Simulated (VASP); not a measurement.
Write the native input for VASP 6.6.1 that does the following.

- Task: single point
- Functional: r2SCAN
- Potentials or basis: VASP PAW PBE potentials, release 64 (K_sv, F)
- Cutoff: 660 eV
- k mesh: 6 × 6 × 6
- Occupations: gaussian, width 0.01 eV
- Spin: no spin polarisation
- Dipole correction: no
- Further INCAR settings: ALGO = Normal; EDIFF = 1e-06; NBANDS = 15

KF:

```
CELL_PARAMETERS angstrom
3.17887 0.00000 0.00000
0.00000 3.17887 0.00000
0.00000 0.00000 3.17887
ATOMIC_POSITIONS crystal
K 0.00000 0.00000 0.00000
F 0.50000 0.50000 0.50000
```

The input as run:

POSCAR

```
KF
1.0
    3.1788707423      0.0000000000      0.0000000000
    0.0000000000      3.1788707423      0.0000000000
    0.0000000000      0.0000000000      3.1788707423
K F
1 1
Direct
    0.0000000000      0.0000000000      0.0000000000
    0.5000000000      0.5000000000      0.5000000000
```

INCAR.step1

```
SYSTEM = KF
ALGO = Normal
EDIFF = 1E-5
ENCUT = 660
GGA = PE
GGA_COMPAT = .FALSE.
ISMEAR = 0
LASPH = .TRUE.
LCHARG = .FALSE.
LREAL = .FALSE.
LWAVE = .TRUE.
NBANDS = 15
NELM = 120
PREC = Accurate
SIGMA = 0.01
```

INCAR.step2

```
SYSTEM = KF
ALGO = Normal
EDIFF = 1E-6
ENCUT = 660
GGA_COMPAT = .FALSE.
ISIF = 2
ISMEAR = 0
ISTART = 1
LASPH = .TRUE.
LCHARG = .FALSE.
LMIXTAU = .TRUE.
LREAL = .FALSE.
LWAVE = .FALSE.
METAGGA = R2SCAN
NBANDS = 15
NELM = 120
PREC = Accurate
SIGMA = 0.01
```

KPOINTS

```
k-points
0
G
  6 6 6
  0 0 0
```

Potentials or basis: VASP PAW PBE potentials, release 64 (K_sv, F).

The run is started by

```sh
$ cat potpaw_PBE.64/K_sv/POTCAR potpaw_PBE.64/F/POTCAR > POTCAR
$ cp INCAR.step1 INCAR
$ mpirun -np 1 vasp_std > vasp.out
$ cp INCAR.step2 INCAR
$ mpirun -np 1 vasp_std > vasp.out
```

Results of the run:

```yaml
Pressure: 0.0 GPa
Band_gap_on_the_k_mesh: 7.73 eV (least direct gap 7.77 eV)
```

Caveat: the structure was generated, so it needn't be the stable form of KF; the PAW data sets were made with another functional, which shifts forces and pressure a little.

It took 34 s on 1 thread of Intel(R) Xeon(R) Platinum 8559C (Emerald Rapids), with other jobs on the host, peak memory 0.16 GiB.
